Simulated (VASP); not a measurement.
# BaTiO3 (Cmm2) in VASP: a series of runs, part 2 of 2

VASP 6.6.1. Earlier steps stand in the parts before.

### 3 Single point, PBE

Contents of INCAR:

```
SYSTEM = BaTiO3
  PREC = Accurate
  ENCUT = 910
  EDIFF = 1E-6
  ISMEAR = -1
  SIGMA = 0.05
  LREAL = .FALSE.
  LASPH = .TRUE.
  NELM = 120
  ALGO = Normal
  ISIF = 2
  LWAVE = .FALSE.
  LCHARG = .FALSE.
  GGA = PE
  NBANDS = 28
  GGA_COMPAT = .FALSE.
```

Contents of KPOINTS:

```
regular mesh
0
G
  5 5 5
  0 0 0
```

Contents of POSCAR:

```
BaTiO3
1.0
    3.9998000000     -0.0799960000      0.0000000000
   -0.0799960000      3.9998000000      0.0000000000
    0.0000000000      0.0000000000      4.0180000000
Ba Ti O
1 1 3
Direct
    0.0000000000      0.0000000000      0.0000000000
    0.5000000000      0.5000000000      0.4900000000
    0.0000000000      0.5000000000      0.5170000000
    0.5000000000      0.0000000000      0.5170000000
    0.5000000000      0.5000000000      0.0190000000
```

Potentials or basis: VASP PAW PBE potentials, release 64 (Ba_sv, Ti_sv, O_h).

Run with:

```bash
> cat potpaw_PBE.64/Ba_sv/POTCAR potpaw_PBE.64/Ti_sv/POTCAR potpaw_PBE.64/O_h/POTCAR > POTCAR
> mpirun -np 1 vasp_std > vasp.out
```

OUTCAR:

```text
SYSTEM = BaTiO3
   PREC = Accurate
   ENCUT = 910
   EDIFF = 1E-6
   ISMEAR = -1
   LREAL = .FALSE.
   LASPH = .TRUE.
   NELM = 120
   ISIF = 2
   GGA = PE

 ion  position               nearest neighbor table
   1  0.000  0.000  0.000-   5 2.77   5 2.77   3 2.79   3 2.79   4 2.79   4 2.79   4 2.88   4 2.88
                             3 2.88   3 2.88   5 2.89   5 2.89   2 3.40   2 3.40   2 3.45   2 3.45
   2  0.500  0.500  0.490-   5 1.89   4 2.00   3 2.00   4 2.00   3 2.00   5 2.13   1 3.40   1 3.40
                             1 3.45   1 3.45   1 3.49   1 3.49   1 3.54   1 3.54
   3  0.000  0.500  0.517-   2 2.00   2 2.00   1 2.79   1 2.79   1 2.88   1 2.88
   4  0.500  0.000  0.517-   2 2.00   2 2.00   1 2.79   1 2.79   1 2.88   1 2.88
   5  0.500  0.500  0.019-   2 1.89   2 2.13   1 2.77   1 2.77   1 2.89   1 2.89

  LATTYP: Found a base centered orthorhombic cell.
 ALAT       =     5.5434399786
 B/A-ratio  =     1.0408163265
 C/A-ratio  =     0.7248206918

  Lattice vectors:

 A1 = (   3.9998000000,  -0.0799960000,   0.0000000000)
 A2 = (  -0.0799960000,   3.9998000000,   0.0000000000)
 A3 = (   0.0000000000,   0.0000000000,   4.0180000000)

Analysis of symmetry for initial positions (statically):
=====================================================================
 Subroutine PRICEL returns:
 Original cell was already a primitive cell.

 Routine SETGRP: Setting up the symmetry group for a
 base centered orthorhombic supercell.

 Subroutine GETGRP returns: Found  4 space group operations
 (whereof  4 operations were pure point group operations)
 out of a pool of  8 trial point group operations.

The static configuration has the point symmetry C_2v.

Analysis of symmetry for dynamics (positions and initial velocities):
=====================================================================
 Subroutine PRICEL returns:
 Original cell was already a primitive cell.

 Routine SETGRP: Setting up the symmetry group for a
 base centered orthorhombic supercell.

 Subroutine GETGRP returns: Found  4 space group operations
 (whereof  4 operations were pure point group operations)
 out of a pool of  8 trial point group operations.

The dynamic configuration has the point symmetry C_2v.

 Subroutine INISYM returns: Found  4 space group operations
 (whereof  4 operations are pure point group operations),
 and found     1 'primitive' translations

----------------------------------------------------------------------------------------

                                     Primitive cell

  volume of cell :      64.2559

  direct lattice vectors                    reciprocal lattice vectors
     3.999800000 -0.079996000  0.000000000     0.250112546  0.005002251  0.000000000
    -0.079996000  3.999800000  0.000000000     0.005002251  0.250112546  0.000000000
     0.000000000  0.000000000  4.018000000     0.000000000  0.000000000  0.248880040

  length of vectors
     4.000599880  4.000599880  4.018000000     0.250162563  0.250162563  0.248880040

  position of ions in fractional coordinates (direct lattice)
     0.000000000  0.000000000  0.000000000
     0.500000000  0.500000000  0.490000000
     0.000000000  0.500000000  0.517000000
     0.500000000  0.000000000  0.517000000
[... 33 lines left out ...]

 Found     27 irreducible k-points:

 Following reciprocal coordinates:
            Coordinates               Weight
  0.000000  0.000000  0.000000      1.000000
  0.200000  0.000000  0.000000      4.000000
  0.400000  0.000000  0.000000      4.000000
  0.200000  0.200000  0.000000      2.000000
  0.400000  0.200000  0.000000      4.000000
 -0.400000  0.200000  0.000000      4.000000
[... 16 lines left out ...]
  0.400000  0.200000  0.400000      8.000000
 -0.400000  0.200000  0.400000      8.000000
 [... further k-points ...]
   k-points           NKPTS =     27   k-points in BZ     NKDIM =     27   number of bands    NBANDS=     28
   number of dos      NEDOS =    301   number of ions     NIONS =      5
   total plane-waves  NPLWV =  64000
   dimension x,y,z NGX =    40 NGY =   40 NGZ =   40
   dimension x,y,z NGXF=    80 NGYF=   80 NGZF=   80
   ions per type =               1   1   3
   NGX,Y,Z   is equivalent  to a cutoff of  16.62, 16.62, 16.55 a.u.
   NGXF,Y,Z  is equivalent  to a cutoff of  33.24, 33.24, 33.10 a.u.
 SYSTEM =  BaTiO3
   PREC   = accura    normal or accurate (medium, high low for compatibility)
   ISTART =      0    job   : 0-new  1-cont  2-samecut
   ICHARG =      2    charge: 1-file 2-atom 10-const
   ISPIN  =      1    spin polarized calculation?
   LNONCOLLINEAR =      F non collinear calculations
   LSORBIT =      F    spin-orbit coupling
   LASPH  =      T    aspherical Exc in radial PAW
   ENCUT  =  910.0 eV  66.88 Ry    8.18 a.u.   9.84  9.84  9.88*2*pi/ulx,y,z
   NELM   =    120;   NELMIN=  2; NELMDL= -5     # of ELM steps
   EDIFF  = 0.1E-05   stopping-criterion for ELM
   LREAL  =      F    real-space projection
   EDIFFG = 0.1E-04   stopping-criterion for IOM
   NSW    =      0    number of steps for IOM
   IBRION =     -1    ionic relax: 0-MD 1-quasi-New 2-CG
   NFREE  =      0    steps in history (QN), initial steepest desc. (CG)
   ISIF   =      2    stress and relaxation
   ISYM   =      2    0-nonsym 1-usesym 2-fastsym
   POTIM  = 0.5000    time-step for ionic-motion
   TEBEG  =    0.0;   TEEND  =   0.0 temperature during run
   PSTRESS=    0.0 pullay stress
   NELECT =      40.0000    total number of electrons
   NUPDOWN=      -1.0000    fix difference up-down
   EMIN   =  10.00;   EMAX   =-10.00  energy-range for DOS
   EFERMI =   0.00;   METHOD = LEGACY
   ISMEAR =    -1;   SIGMA  =   0.05  broadening in eV -4-tet -1-fermi 0-gaus
   EFERMI_NEDOS =   21; number of points for ismear=-14 and -15
   IALGO  =     38    algorithm
   IMIX   =      4    mixing-type and parameters
     AMIX     =   0.40;   BMIX     =  1.00
     AMIX_MAG =   1.60;   BMIX_MAG =  1.00
  volume/ion in A,a.u.               =      12.85        86.72
  Fermi-wavevector in a.u.,A,eV,Ry     =   1.397839  2.641533 26.585168  1.953955
  Thomas-Fermi vector in A             =   2.521056
   LORBIT       =      0    0 simple, 1 ext, 2 COOP (PROOUT), +10 PAW based schemes
   GGA     = PE    functional components
   LHFCALC =     F    Hartree Fock is set to
   AEXX    =    0.0000 exact exchange contribution
   IVDW    =     0    specifies the selected vdW correction
   LEPSILON=     F    determine dielectric tensor
   LRPA    =     F    only Hartree local field effects (RPA)
 non-spin polarized calculation
  energy-cutoff  :      910.00
  volume of cell :       64.26
 maximum number of plane-waves:      4032
   NGX = 19   NGY = 19   NGZ = 19

 number of electron      40.0000002 magnetization

 Free energy of the ion-electron system (eV)
  ---------------------------------------------------
  ext. energy  EPLUGINS =         0.00000000
  ---------------------------------------------------
  free energy    TOTEN  =       -39.96479550 eV

  energy without entropy =      -39.96479550  energy(sigma->0) =      -39.96479550

 E-fermi :   5.0758     XC(G=0): -11.2474

 val. band max:        4.0735740862   @ k =  -0.4000   0.4000   0.4000
 cond. band min:       5.9667021802   @ k =   0.0000   0.0000   0.0000
 fundamental gap:      1.8931280940
 Fermi energy:         5.0758325333

 k-point     1 :       0.0000    0.0000    0.0000
  band No.  band energies     occupation
      1     -52.3965      2.00000
      2     -28.6376      2.00000
      3     -28.6243      2.00000
      4     -28.5897      2.00000
      5     -20.6491      2.00000
      6     -12.7135      2.00000
[... 733 lines left out ...]
     27      12.4704      0.00000
     28      12.7393      0.00000

 [... further k-points ...]

------------------------ aborting loop because EDIFF is reached ----------------------------------------

  FORCE on cell =-STRESS in cart. coord.  units (eV):
  Direction    XX          YY          ZZ          XY          YZ          ZX
  --------------------------------------------------------------------------------------
  -------------------------------------------------------------------------------------
  Total        1.5179471      1.5179471      1.8069823      2.0455373      0.0000000      0.0000000
  in kB       37.8490078     37.8490078     45.0559074     51.0041182      0.0000000      0.0000000
  external PRESSURE =      40.2513076 kB  Pullay stress =       0.0000000 kB

 VOLUME and BASIS-vectors are now :
 -----------------------------------------------------------------------------
  energy-cutoff  :      910.00
  volume of cell :       64.26
      direct lattice vectors                 reciprocal lattice vectors
     3.999800000 -0.079996000  0.000000000     0.250112546  0.005002251  0.000000000
    -0.079996000  3.999800000  0.000000000     0.005002251  0.250112546  0.000000000
     0.000000000  0.000000000  4.018000000     0.000000000  0.000000000  0.248880040

 POSITION                                       TOTAL-FORCE (eV/Angst)
 -----------------------------------------------------------------------------------
      0.00000      0.00000      0.00000        -0.000000      0.000000      0.073956
      1.95990      1.95990      1.96882        -0.000000      0.000000     -0.148590
     -0.04000      1.99990      2.07731        -0.000000      0.000000     -0.111667
      1.99990     -0.04000      2.07731         0.000000      0.000000     -0.111667
      1.95990      1.95990      0.07634        -0.000000      0.000000      0.297968
 -----------------------------------------------------------------------------------
    total drift:                                0.000000      0.000000     -0.001490

  FREE ENERGIE OF THE ION-ELECTRON SYSTEM (eV)
  ---------------------------------------------------
  free  energy   TOTEN  =       -39.9647954984 eV

  energy  without entropy=      -39.9647954973  energy(sigma->0) =      -39.96479550
```

OSZICAR:

```text
N       E                     dE             d eps       ncg     rms          rms(c)
DAV:   1     0.592078085248E+03    0.59208E+03   -0.28660E+04  1512   0.234E+03
DAV:   2     0.587152958829E+02   -0.53336E+03   -0.50872E+03  1604   0.547E+02
DAV:   3    -0.440856557044E+02   -0.10280E+03   -0.97166E+02  2240   0.192E+02
DAV:   4    -0.505643789058E+02   -0.64787E+01   -0.64538E+01  2028   0.468E+01
DAV:   5    -0.508269794547E+02   -0.26260E+00   -0.26242E+00  2344   0.872E+00    0.234E+01
DAV:   6    -0.400844298626E+02    0.10743E+02   -0.55091E+01  2272   0.663E+01    0.998E+00
DAV:   7    -0.401286178156E+02   -0.44188E-01   -0.10650E+01  2168   0.230E+01    0.688E+00
DAV:   8    -0.399688805366E+02    0.15974E+00   -0.64143E-01  1812   0.689E+00    0.386E+00
DAV:   9    -0.399919414454E+02   -0.23061E-01   -0.42159E-01  2224   0.595E+00    0.161E+00
DAV:  10    -0.399710811034E+02    0.20860E-01   -0.15415E-01  1852   0.387E+00    0.717E-01
DAV:  11    -0.399651260998E+02    0.59550E-02   -0.18614E-02  2032   0.932E-01    0.253E-01
DAV:  12    -0.399648354279E+02    0.29067E-03   -0.26408E-03  1956   0.455E-01    0.675E-02
DAV:  13    -0.399647844600E+02    0.50968E-04   -0.50950E-04  1908   0.227E-01    0.263E-02
DAV:  14    -0.399648047940E+02   -0.20334E-04   -0.12201E-04  2276   0.881E-02    0.277E-02
DAV:  15    -0.399647950428E+02    0.97512E-05   -0.47611E-05  1964   0.685E-02    0.849E-03
DAV:  16    -0.399647954984E+02   -0.45565E-06   -0.63390E-06  1836   0.194E-02
   1 F= -.39964795E+02 E0= -.39964795E+02  d E =-.107629E-08
```

stdout:

```text
POSCAR found type information on POSCAR BaTiO
 POSCAR found :  3 types and       5 ions
 scaLAPACK will be used
 LDA part: xc-table for (Slater+PW92), standard interpolation
 POSCAR, INCAR and KPOINTS ok, starting setup
 FFT: planning ... GRIDC
 FFT: planning ... GRID_SOFT
 FFT: planning ... GRID
 WAVECAR not read
 entering main loop
```

Run time: 74 s. Hardware: 1 thread of Intel Xeon 6975P-C (Granite Rapids), shared host; peak memory 0.31 GiB.

Results:

```
Free energy            : -39.9648 eV
Pressure               : 4.0 GPa
Largest force          : 0.298 eV/Å
Band gap on the k mesh : 1.89 eV, indirect (least direct gap 1.91 eV)
```

Forces in eV/Å, atoms in the order of the input:
```
Ba   0.000  0.000  0.074
Ti   0.000  0.000 -0.149
O    0.000  0.000 -0.112
O    0.000  0.000 -0.112
O    0.000  0.000  0.298
```

Stress tensor (GPa, compression positive):
```
3.78 5.10 0.00
5.10 3.78 0.00
0.00 0.00 4.51
```

Levels at points of the mesh, in eV from the valence-band top:
```
           k point  band 17  band 18  band 19  band 20  band 21  band 22  band 23  band 24
(0.00, 0.00, 0.00)    -0.99    -0.28    -0.18    -0.01     1.89     2.05     2.18     4.09
```

Caveat: the cutoff is under 1.25 times the usual one of these potentials, so pressure, stress and relaxed cells hold a basis-set (Pulay) error; spin-orbit coupling is left out, which moves the levels of the heavy elements.
